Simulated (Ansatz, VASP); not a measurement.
One calculation of Te2Mo, two programs

Contents of INCAR:

```
PREC = Accurate
ENCUT = 520
EDIFF = 1E-6
ISMEAR = -1
SIGMA = 0.02
LREAL = False
LASPH = True
NELM = 100
ALGO = Normal
ISIF = 2
LWAVE = False
LCHARG = False
GGA = PE
NBANDS = 35
```

Contents of KPOINTS:

```
regular mesh
0
Gamma
  12 12 2
```

The input POSCAR:

```
Te2Mo
1.0
    3.6483950798      0.0000000000      0.0000000000
   -1.8241975399      3.1596028222      0.0000000000
    0.0000000000      0.0000000000     14.6019721252
Mo Te
2 4
Direct
    0.3333333333      0.6666666667      0.2500000000
    0.6666666667      0.3333333333      0.7500000000
    0.6666666667      0.3333333333      0.3707153470
    0.6666666667      0.3333333333      0.1292846530
    0.3333333333      0.6666666667      0.8707153470
    0.3333333333      0.6666666667      0.6292846530
```

Input for Ansatz:

```yaml
crystal:
  lattice:
    - [3.6483950798, 0.0, 0.0]
    - [-1.8241975399, 3.1596028222, 0.0]
    - [0.0, 0.0, 14.6019721252]
  atoms:
    - { symbol: Mo, position: [0.3333333333, 0.6666666667, 0.25] }
    - { symbol: Mo, position: [0.6666666667, 0.3333333333, 0.75] }
    - { symbol: Te, position: [0.6666666667, 0.3333333333, 0.370715347] }
    - { symbol: Te, position: [0.6666666667, 0.3333333333, 0.129284653] }
    - { symbol: Te, position: [0.3333333333, 0.6666666667, 0.870715347] }
    - { symbol: Te, position: [0.3333333333, 0.6666666667, 0.629284653] }
kpoints:
  mp_grid: { grid: [12, 12, 2] }
  band_path:
    path:
      - [0.0, 0.0, 0.0]
      - [0.5, 0.0, 0.0]
      - [0.3333333333, 0.3333333333, 0.0]
      - [0.0, 0.0, 0.5]
      - [0.5, 0.0, 0.5]
      - [0.3333333333, 0.3333333333, 0.5]
    npoints: 1
hamiltonian:
  xc: pbe
scf:
  occupations: { method: fermi_dirac, width: 0.02 }
  n_extra_bands: 5
output:
  forces: true
  stress: true
  eigenvalues: true
  write_density: true
  write_potential: true
  elf: true
  volumetric_format: npy
```

Change from the starting cell: hydrostatic strain +3.0%.

Alike in both runs: task single point; functional PBE; k mesh 12 × 12 × 2; occupations fermi-dirac, width 0.02 eV; no spin polarisation.

|  | VASP | Ansatz |
| --- | --- | --- |
| version | VASP 6.6.1 | Ansatz 0.2.0 |
| potentials or method | VASP PAW PBE potentials, release 64 (Mo_sv, Te) | plane waves, PAW |
| plane-wave cutoff (eV) | 520 | 420 |
| valence electrons in the cell | 52 | 92 |

|  | VASP | Ansatz | Ansatz less VASP |
| --- | --- | --- | --- |
| pressure (GPa) | -1.4 | -1.4 | -0.01 |
| traceless stress, the component that is largest in VASP (GPa) | 2.78 | 2.72 | -0.057 |
| rms of the force components (eV/Å) | 0.082 | 0.075 | -0.0070 |

Atom by atom the forces differ by 0.007 eV/Å (rms over components). The functional is the same, so the differences come from potentials, cutoffs and numerics. VASP's potentials hold 52 valence electrons a cell and Ansatz's 92, so a difference there can come from the potentials and not from the codes.

Spin-orbit coupling is off throughout.
